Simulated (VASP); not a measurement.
# Nb (I4/mmm) in VASP: notebook, part 2 of 2

VASP 6.6.1. Earlier steps stand in the parts before.

## Step 5: Single point, PBEsol (strain +0.025 along x and y, +0.050 along z)

The input, INCAR:

```
PREC = Accurate
ENCUT = 500
EDIFF = 1E-6
ISMEAR = 0
SIGMA = 0.15
LREAL = False
LASPH = True
NELM = 120
ALGO = Normal
ISIF = 2
LWAVE = False
LCHARG = True
GGA = PS
LELF = True
LVHAR = True
NBANDS = 12
GGA_COMPAT = False
```

The input, KPOINTS:

```
Automatic mesh
0
Gamma
  20 20 20
```

The input, POSCAR:

```
Nb
1.0
    0.0000000000      2.1678750000      2.2207500000
    2.1678750000      0.0000000000      2.2207500000
    2.1678750000      2.1678750000      0.0000000000
Nb
1
Direct
    0.0000000000      0.0000000000      0.0000000000
```

Launch:

```console
$ cat potpaw_PBE.64/Nb_sv/POTCAR > POTCAR
$ mpirun -np 1 vasp_std > vasp.out
```

It took 80 s on 1 thread of Intel Xeon Platinum 8488C (Sapphire Rapids), shared host; peak memory 0.25 GiB.

The run converged. Its results:

- Free energy: -10.4349 eV
- Pressure: -19.3 GPa
- Band gap on the k mesh: zero (an odd number of electrons rules out a gap without spin polarisation)

Stress tensor (GPa, compression positive):
```
-20.75   0.00   0.00
  0.00 -20.75   0.00
  0.00   0.00 -16.43
```

Levels at points of the mesh, in eV from the Fermi level:
| k point | band 2 | band 3 | band 4 | band 5 | band 6 | band 7 | band 8 | band 9 | band 10 | band 11 |
| --- | --- | --- | --- | --- | --- | --- | --- | --- | --- | --- |
| (0.00, 0.00, 0.00) | -30.41 | -30.41 | -30.41 | -5.96 | -0.01 | 0.24 | 0.24 | 2.21 | 2.54 | 11.70 |
| (0.50, 0.00, 0.00) | -31.26 | -30.54 | -30.51 | -3.46 | -0.13 | 0.14 | 1.04 | 4.01 | 4.15 | 9.07 |
| (0.50, 0.50, 0.00) | -31.20 | -30.69 | -30.69 | -3.53 | -2.81 | 2.77 | 4.06 | 4.55 | 4.55 | 10.63 |
| (0.50, 0.00, 0.50) | -31.21 | -30.75 | -30.70 | -3.52 | -2.84 | 3.16 | 4.03 | 4.44 | 4.69 | 10.18 |

Caveat: the cell differs from its parent crystal (strain +0.025 along x and y, +0.050 along z); the cell stands under tension; the PAW data sets were made with another functional, which shifts forces and pressure a little.

## Step 6: Single point, PBEsol (strain +0.050 along x and y, +0.025 along z)

Edit INCAR of step 5 so:

```diff
@@ -11,6 +11,4 @@
 LWAVE = False
-LCHARG = True
+LCHARG = False
 GGA = PS
-LELF = True
-LVHAR = True
 NBANDS = 12
```

The input, KPOINTS:

```
regular mesh
0
Gamma
  20 20 20
```

The input, POSCAR:

```
Nb
1.0
    0.0000000000      2.2207500000      2.1678750000
    2.2207500000      0.0000000000      2.1678750000
    2.2207500000      2.2207500000      0.0000000000
Nb
1
Direct
    0.0000000000      0.0000000000      0.0000000000
```

Potentials or basis: VASP PAW PBE potentials, release 64 (Nb_sv).

Launch:

```console
$ cat potpaw_PBE.64/Nb_sv/POTCAR > POTCAR
$ mpirun -np 1 vasp_std > vasp.out
```

OUTCAR:

```text
PREC = Accurate
   ENCUT = 500
   EDIFF = 1E-6
   ISMEAR = 0
   LREAL = False
   LASPH = True
   NELM = 120
   ISIF = 2
   GGA = PS

 ion  position               nearest neighbor table
   1  0.000  0.000  0.000-

  LATTYP: Found a body centered tetragonal cell.
 ALAT       =     3.1406147686
 C/A-ratio  =     1.3805418109

  Lattice vectors:

 A1 = (   0.0000000000,  -2.2207500000,  -2.1678750000)
 A2 = (   0.0000000000,   2.2207500000,  -2.1678750000)
[... 539 lines left out ...]
     12      21.6270      0.00000

 [... further k-points ...]

------------------------ aborting loop because EDIFF is reached ----------------------------------------

  FORCE on cell =-STRESS in cart. coord.  units (eV):
  Direction    XX          YY          ZZ          XY          YZ          ZX
  --------------------------------------------------------------------------------------
  -------------------------------------------------------------------------------------
  Total       -2.6855277     -2.6855277     -3.2496733      0.0000000     -0.0000000     -0.0000000
  in kB     -201.2225514   -201.2225514   -243.4931322      0.0000000     -0.0000000     -0.0000000
  external PRESSURE =    -215.3127450 kB  Pullay stress =       0.0000000 kB

 VOLUME and BASIS-vectors are now :
 -----------------------------------------------------------------------------
  energy-cutoff  :      500.00
  volume of cell :       21.38
      direct lattice vectors                 reciprocal lattice vectors
     0.000000000  2.220750000  2.167875000    -0.225149161  0.225149161  0.230640604
     2.220750000  0.000000000  2.167875000     0.225149161 -0.225149161  0.230640604
     2.220750000  2.220750000  0.000000000     0.225149161  0.225149161 -0.230640604

 POSITION                                       TOTAL-FORCE (eV/Angst)
 -----------------------------------------------------------------------------------
      0.00000      0.00000      0.00000         0.000000      0.000000      0.000000
 -----------------------------------------------------------------------------------
    total drift:                               -0.000000      0.000000     -0.000000

  FREE ENERGIE OF THE ION-ELECTRON SYSTEM (eV)
  ---------------------------------------------------
  free  energy   TOTEN  =       -10.3706146196 eV

  energy  without entropy=      -10.3515116997  energy(sigma->0) =      -10.36106316
```

Wall time 79 s (1 thread of Intel Xeon Platinum 8488C (Sapphire Rapids), shared host); peak memory 0.26 GiB.

Results:

```
Free energy            : -10.3706 eV
Pressure               : -21.5 GPa
Band gap on the k mesh : zero (an odd number of electrons rules out a gap without spin polarisation)
```

Stress tensor (GPa, compression positive):
```
-20.12   0.00   0.00
  0.00 -20.12   0.00
  0.00   0.00 -24.35
```

Caveat: the cell differs from its parent crystal (strain +0.050 along x and y, +0.025 along z); the cell stands under tension; the PAW data sets were made with another functional, which shifts forces and pressure a little.

## Step 7: The runs side by side

| cell | gap on the mesh (eV) | pressure (GPa) |
| --- | --- | --- |
| a = 3.029, b = 3.029, c = 2.991 Å, angles 60.4, 60.4, 59.2°, 1 atom | none | -10.8 |
| a = 3.067, b = 3.067, c = 2.991 Å, angles 60.8, 60.8, 58.4°, 1 atom | none | -14.2 |
| a = 3.029, b = 3.029, c = 3.066 Å, angles 59.6, 59.6, 60.8°, 1 atom | none | -14.0 |
| a = 3.103, b = 3.103, c = 3.066 Å, angles 60.4, 60.4, 59.2°, 1 atom | none | -19.3 |
| a = 3.103, b = 3.103, c = 3.141 Å, angles 59.6, 59.6, 60.8°, 1 atom | none | -21.5 |

Alike in all rows: task single point; level PBEsol; potentials or basis VASP PAW PBE potentials, release 64 (Nb_sv); no spin polarisation; k mesh 20 × 20 × 20; cutoff (eV) 500; smearing gaussian 0.15 eV.

Caveats: the cell stands under tension; the PAW data sets were made with another functional, which shifts forces and pressure a little.

Total energies depend on the potentials used, so only differences within one code and one set of settings carry meaning.
